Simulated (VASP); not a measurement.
# SiRu3 (P6_3/m) in VASP: single point with PBE

Aim: the single point of SiRu3 with PBE.

All numbers are computed with VASP 6.6.1; they aren't measurements. Logs are shortened: lines on timing, memory, paths and dates and some standing lists are left out, and cuts for length are marked.

## 1. The cell of the first run

Symmetry: P6_3/m, No. 176, hexagonal system. Conventional cell: a = 5.493 Å, b = 5.493 Å, c = 4.170 Å, α = 90.00°, β = 90.00°, γ = 120.00°. Si (site symmetry -6) has 9 Ru at 2.35 to 2.62 Å within 3.1 Å. Ru (site symmetry m) has 3 Si at 2.35 to 2.62 Å and 8 Ru at 2.68 to 2.92 Å within 3.1 Å.

## 2. Single point, PBE

INCAR reads:

```
  PREC = Accurate
  ENCUT = 520
  EDIFF = 1E-7
  ISMEAR = 0
  SIGMA = 0.1
  LREAL = False
  LASPH = True
  NELM = 80
  ALGO = Fast
  ISIF = 2
  LWAVE = False
  LCHARG = True
  GGA = PE
  LELF = True
  LVHAR = True
  NBANDS = 56
```

KPOINTS reads:

```
regular mesh
0
Gamma
  6 6 8
```

POSCAR reads:

```
SiRu3
1.0
    5.4934765706      0.0000000000      0.0000000000
   -2.7467382853      4.7574902653      0.0000000000
    0.0000000000      0.0000000000      4.1700969986
Si Ru
2 6
Direct
    0.3333333333      0.6666666667      0.2500000000
    0.6666666667      0.3333333333      0.7500000000
    0.3439309321      0.2439420238      0.2500000000
    0.0999889084      0.3439309321      0.7500000000
    0.7560579762      0.0999889084      0.2500000000
    0.6560690679      0.7560579762      0.7500000000
    0.9000110916      0.6560690679      0.2500000000
    0.2439420238      0.9000110916      0.7500000000
```

Potentials or basis: VASP PAW PBE potentials, release 64 (Si, Ru_pv).

The run is started by

```
$ cat potpaw_PBE.64/Si/POTCAR potpaw_PBE.64/Ru_pv/POTCAR > POTCAR
$ mpirun -np 1 vasp_std > vasp.out
```

OUTCAR:

```text
PREC = Accurate
   ENCUT = 520
   EDIFF = 1E-7
   ISMEAR = 0
   LREAL = False
   LASPH = True
   NELM = 80
   ISIF = 2
   GGA = PE

 ion  position               nearest neighbor table
   1  0.333  0.667  0.250-   7 2.35   3 2.35   5 2.35   8 2.62   8 2.62   4 2.62   4 2.62   6 2.62
                             6 2.62   7 3.14   5 3.14   3 3.14
   2  0.667  0.333  0.750-   4 2.35   6 2.35   8 2.35   5 2.62   5 2.62   7 2.62   7 2.62   3 2.62
                             3 2.62   4 3.14   8 3.14   6 3.14
   3  0.344  0.244  0.250-   1 2.35   2 2.62   2 2.62   4 2.68   4 2.68   8 2.68   8 2.68   5 2.75
                             7 2.75   5 2.92   7 2.92   1 3.14   6 3.22   6 3.22
   4  0.100  0.344  0.750-   2 2.35   1 2.62   1 2.62   3 2.68   3 2.68   5 2.68   5 2.68   6 2.75
                             8 2.75   8 2.92   6 2.92   2 3.14   7 3.22   7 3.22
   5  0.756  0.100  0.250-   1 2.35   2 2.62   2 2.62   4 2.68   4 2.68   6 2.68   6 2.68   3 2.75
                             7 2.75   3 2.92   7 2.92   1 3.14   8 3.22   8 3.22
   6  0.656  0.756  0.750-   2 2.35   1 2.62   1 2.62   7 2.68   7 2.68   5 2.68   5 2.68   8 2.75
                             4 2.75   8 2.92   4 2.92   2 3.14   3 3.22   3 3.22
   7  0.900  0.656  0.250-   1 2.35   2 2.62   2 2.62   6 2.68   6 2.68   8 2.68   8 2.68   3 2.75
                             5 2.75   5 2.92   3 2.92   1 3.14   4 3.22   4 3.22
   8  0.244  0.900  0.750-   2 2.35   1 2.62   1 2.62   7 2.68   7 2.68   3 2.68   3 2.68   6 2.75
                             4 2.75   6 2.92   4 2.92   2 3.14   5 3.22   5 3.22

  LATTYP: Found a hexagonal cell.
 ALAT       =     5.4934765706
 C/A-ratio  =     0.7590998059

  Lattice vectors:

 A1 = (   5.4934765706,   0.0000000000,   0.0000000000)
 A2 = (  -2.7467382853,   4.7574902653,   0.0000000000)
 A3 = (   0.0000000000,   0.0000000000,   4.1700969986)

Analysis of symmetry for initial positions (statically):
=====================================================================
 Subroutine PRICEL returns:
 Original cell was already a primitive cell.

 Routine SETGRP: Setting up the symmetry group for a
 hexagonal supercell.

 Subroutine GETGRP returns: Found 12 space group operations
 (whereof  6 operations were pure point group operations)
 out of a pool of 24 trial point group operations.

The static configuration has the point symmetry S_6 .
 The point group associated with its full space group is C_6h.

Analysis of symmetry for dynamics (positions and initial velocities):
=====================================================================
 Subroutine PRICEL returns:
 Original cell was already a primitive cell.

 Routine SETGRP: Setting up the symmetry group for a
 hexagonal supercell.

 Subroutine GETGRP returns: Found 12 space group operations
 (whereof  6 operations were pure point group operations)
 out of a pool of 24 trial point group operations.

The dynamic configuration has the point symmetry S_6 .
 The point group associated with its full space group is C_6h.

 Subroutine INISYM returns: Found 12 space group operations
 (whereof  6 operations are pure point group operations),
 and found     1 'primitive' translations

----------------------------------------------------------------------------------------

                                     Primitive cell

  volume of cell :     108.9862

  direct lattice vectors                    reciprocal lattice vectors
     5.493476571  0.000000000  0.000000000     0.182034088  0.105097430  0.000000000
    -2.746738285  4.757490265  0.000000000     0.000000000  0.210194860  0.000000000
     0.000000000  0.000000000  4.170096999     0.000000000  0.000000000  0.239802575

  length of vectors
     5.493476571  5.493476571  4.170096999     0.210194860  0.210194860  0.239802575

  position of ions in fractional coordinates (direct lattice)
     0.333333333  0.666666667  0.250000000
     0.666666667  0.333333333  0.750000000
     0.343930932  0.243942024  0.250000000
     0.099988908  0.343930932  0.750000000
     0.756057976  0.099988908  0.250000000
     0.656069068  0.756057976  0.750000000
     0.900011092  0.656069068  0.250000000
     0.243942024  0.900011092  0.750000000

  ion indices of the primitive-cell ions
   primitive index   ion index
                 1           1
                 2           2
                 3           3
                 4           4
                 5           5
                 6           6
                 7           7
                 8           8

----------------------------------------------------------------------------------------

 KPOINTS: regular mesh

Automatic generation of k-mesh.
 Grid dimensions read from file:
 generate k-points for:    6    6    8

 Generating k-lattice:

  Cartesian coordinates                     Fractional coordinates (reciprocal lattice)
     0.030339015  0.017516238  0.000000000     0.166666667 -0.000000000  0.000000000
     0.000000000  0.035032477  0.000000000     0.000000000  0.166666667  0.000000000
     0.000000000  0.000000000  0.029975322     0.000000000  0.000000000  0.125000000

  Length of vectors
     0.035032477  0.035032477  0.029975322

  Shift w.r.t. Gamma in fractional coordinates (k-lattice)
     0.000000000  0.000000000  0.000000000

 Subroutine IBZKPT returns following result:
 ===========================================

 Found     40 irreducible k-points:

 Following reciprocal coordinates:
            Coordinates               Weight
  0.000000  0.000000  0.000000      1.000000
  0.166667  0.000000  0.000000      6.000000
  0.333333  0.000000  0.000000      6.000000
  0.500000  0.000000  0.000000      3.000000
  0.166667  0.166667  0.000000      6.000000
  0.333333  0.166667  0.000000      6.000000
[... 16 lines left out ...]
 -0.333333  0.500000 -0.250000     12.000000
  0.333333  0.333333  0.250000      4.000000
 [... further k-points ...]
   k-points           NKPTS =     40   k-points in BZ     NKDIM =     40   number of bands    NBANDS=     56
   number of dos      NEDOS =    301   number of ions     NIONS =      8
   total plane-waves  NPLWV =  56448
   dimension x,y,z NGX =    42 NGY =   42 NGZ =   32
   dimension x,y,z NGXF=    84 NGYF=   84 NGZF=   64
   ions per type =               2   6
   NGX,Y,Z   is equivalent  to a cutoff of  12.71, 12.71, 12.76 a.u.
   NGXF,Y,Z  is equivalent  to a cutoff of  25.42, 25.42, 25.51 a.u.
 SYSTEM =  unknown system
   PREC   = accura    normal or accurate (medium, high low for compatibility)
   ISTART =      0    job   : 0-new  1-cont  2-samecut
   ICHARG =      2    charge: 1-file 2-atom 10-const
   ISPIN  =      1    spin polarized calculation?
   LNONCOLLINEAR =      F non collinear calculations
   LSORBIT =      F    spin-orbit coupling
   LASPH  =      T    aspherical Exc in radial PAW
   ENCUT  =  520.0 eV  38.22 Ry    6.18 a.u.  10.21 10.21  7.75*2*pi/ulx,y,z
   NELM   =     80;   NELMIN=  2; NELMDL= -5     # of ELM steps
   EDIFF  = 0.1E-06   stopping-criterion for ELM
   LREAL  =      F    real-space projection
   EDIFFG = 0.1E-05   stopping-criterion for IOM
   NSW    =      0    number of steps for IOM
   IBRION =     -1    ionic relax: 0-MD 1-quasi-New 2-CG
   NFREE  =      0    steps in history (QN), initial steepest desc. (CG)
   ISIF   =      2    stress and relaxation
   ISYM   =      2    0-nonsym 1-usesym 2-fastsym
   POTIM  = 0.5000    time-step for ionic-motion
   TEBEG  =    0.0;   TEEND  =   0.0 temperature during run
   PSTRESS=    0.0 pullay stress
   NELECT =      92.0000    total number of electrons
   NUPDOWN=      -1.0000    fix difference up-down
   EMIN   =  10.00;   EMAX   =-10.00  energy-range for DOS
   EFERMI =   0.00;   METHOD = LEGACY
   ISMEAR =     0;   SIGMA  =   0.10  broadening in eV -4-tet -1-fermi 0-gaus
   EFERMI_NEDOS =   21; number of points for ismear=-14 and -15
   IALGO  =     68    algorithm
   IMIX   =      4    mixing-type and parameters
     AMIX     =   0.40;   BMIX     =  1.00
     AMIX_MAG =   1.60;   BMIX_MAG =  1.00
  volume/ion in A,a.u.               =      13.62        91.93
  Fermi-wavevector in a.u.,A,eV,Ry     =   1.547202  2.923788 32.570085  2.393834
  Thomas-Fermi vector in A             =   2.652329
   LORBIT       =      0    0 simple, 1 ext, 2 COOP (PROOUT), +10 PAW based schemes
   GGA     = PE    functional components
   LHFCALC =     F    Hartree Fock is set to
   AEXX    =    0.0000 exact exchange contribution
   IVDW    =     0    specifies the selected vdW correction
   LEPSILON=     F    determine dielectric tensor
   LRPA    =     F    only Hartree local field effects (RPA)
 non-spin polarized calculation
 RMM-DIIS sequential band-by-band and
 Gauss-broadening in eV      SIGMA  =   0.10
  energy-cutoff  :      520.00
  volume of cell :      108.99
 maximum number of plane-waves:      2976
 NGX is ok and might be reduce to    42
   NGX = 21   NGY = 21   NGZ = 15

 number of electron      91.9999988 magnetization

 Free energy of the ion-electron system (eV)
  ---------------------------------------------------
  ext. energy  EPLUGINS =         0.00000000
  ---------------------------------------------------
  free energy    TOTEN  =       -67.47698436 eV

  energy without entropy =      -67.43010243  energy(sigma->0) =      -67.45354340

 E-fermi :  11.9743     XC(G=0): -13.3917

 val. band max:       11.9668200519   @ k =   0.1667   0.1667   0.2500
 cond. band min:      11.9884503745   @ k =   0.3333   0.3333   0.3750
 fundamental gap:      0.0216303226
 Fermi energy:        11.9742622750

 k-point     1 :       0.0000    0.0000    0.0000
  band No.  band energies     occupation
      1     -31.1030      2.00000
      2     -31.0035      2.00000
      3     -30.9141      2.00000
      4     -30.8598      2.00000
      5     -30.8598      2.00000
      6     -30.8350      2.00000
[... 48 lines left out ...]
     55      15.2780      0.00000
     56      15.2780      0.00000

 k-point     2 :       0.1667    0.0000    0.0000
  band No.  band energies     occupation
      1     -31.0925      2.00000
      2     -30.9848      2.00000
      3     -30.9046      2.00000
      4     -30.8728      2.00000
      5     -30.8638      2.00000
      6     -30.8441      2.00000
[... 48 lines left out ...]
     55      15.5401      0.00000
     56      16.1125      0.00000

 k-point     3 :       0.3333    0.0000    0.0000
  band No.  band energies     occupation
      1     -31.0667      2.00000
      2     -30.9443      2.00000
      3     -30.9035      2.00000
      4     -30.8906      2.00000
      5     -30.8713      2.00000
      6     -30.8521      2.00000
[... 1172 lines left out ...]
 k-point    23 :      -0.3333    0.5000   -0.2500
  band No.  band energies     occupation
      1     -31.0247      2.00000
      2     -30.9926      2.00000
      3     -30.9873      2.00000
      4     -30.9219      2.00000
      5     -30.8518      2.00000
      6     -30.8197      2.00000
[... 48 lines left out ...]
     55      15.7879      0.00000
     56      16.3871      0.00000

 k-point    24 :       0.3333    0.3333    0.2500
  band No.  band energies     occupation
      1     -31.0010      2.00000
      2     -31.0010      2.00000
      3     -30.9942      2.00000
      4     -30.8713      2.00000
      5     -30.8713      2.00000
      6     -30.8672      2.00000
[... 48 lines left out ...]
     55      16.3690      0.00000
     56      16.3718      0.00000

 [... further k-points ...]
[... 5 lines left out ...]
  --------------------------------------------------------------------------------------
  -------------------------------------------------------------------------------------
  Total        0.0416065      0.0416065     -0.0336638      0.0000001      0.0000000      0.0000000
  in kB        0.6116466      0.6116466     -0.4948834      0.0000018      0.0000000      0.0000000
  external PRESSURE =       0.2428032 kB  Pullay stress =       0.0000000 kB

 VOLUME and BASIS-vectors are now :
 -----------------------------------------------------------------------------
  energy-cutoff  :      520.00
  volume of cell :      108.99
      direct lattice vectors                 reciprocal lattice vectors
     5.493476571  0.000000000  0.000000000     0.182034088  0.105097430  0.000000000
    -2.746738285  4.757490265  0.000000000     0.000000000  0.210194860  0.000000000
     0.000000000  0.000000000  4.170096999     0.000000000  0.000000000  0.239802575

 POSITION                                       TOTAL-FORCE (eV/Angst)
 -----------------------------------------------------------------------------------
     -0.00000      3.17166      1.04252        -0.000000     -0.000000      0.000000
      2.74674      1.58583      3.12757        -0.000000     -0.000000      0.000000
      1.21933      1.16055      1.04252         0.002602     -0.014574     -0.000000
     -0.39540      1.63625      3.12757         0.013923     -0.005034     -0.000000
      3.87874      0.47570      1.04252         0.011320      0.009540     -0.000000
      1.52741      3.59694      3.12757        -0.002602      0.014574     -0.000000
      3.14214      3.12124      1.04252        -0.013923      0.005034     -0.000000
     -1.13201      4.28179      3.12757        -0.011320     -0.009540     -0.000000
 -----------------------------------------------------------------------------------
    total drift:                               -0.000001      0.000000     -0.000000

  FREE ENERGIE OF THE ION-ELECTRON SYSTEM (eV)
  ---------------------------------------------------
  free  energy   TOTEN  =       -67.4769843600 eV

  energy  without entropy=      -67.4301024307  energy(sigma->0) =      -67.45354340
```

Wall time 9.5 min (1 thread of Intel Xeon 8259CL, shared host); peak memory 0.34 GiB.

What came out:

```
Free energy            : -67.4770 eV
Pressure               : 0.0 GPa
Largest force          : 0.015 eV/Å
Band gap on the k mesh : zero (band 46 reaches 12.26 eV, above the bottom of band 47 at 11.84 eV)
```

Forces on the atoms (eV/Å):
```
Si   0.000  0.000  0.000
Si   0.000  0.000  0.000
Ru   0.003 -0.015  0.000
Ru   0.014 -0.005  0.000
Ru   0.011  0.010  0.000
Ru  -0.003  0.015  0.000
Ru  -0.014  0.005  0.000
Ru  -0.011 -0.010  0.000
```
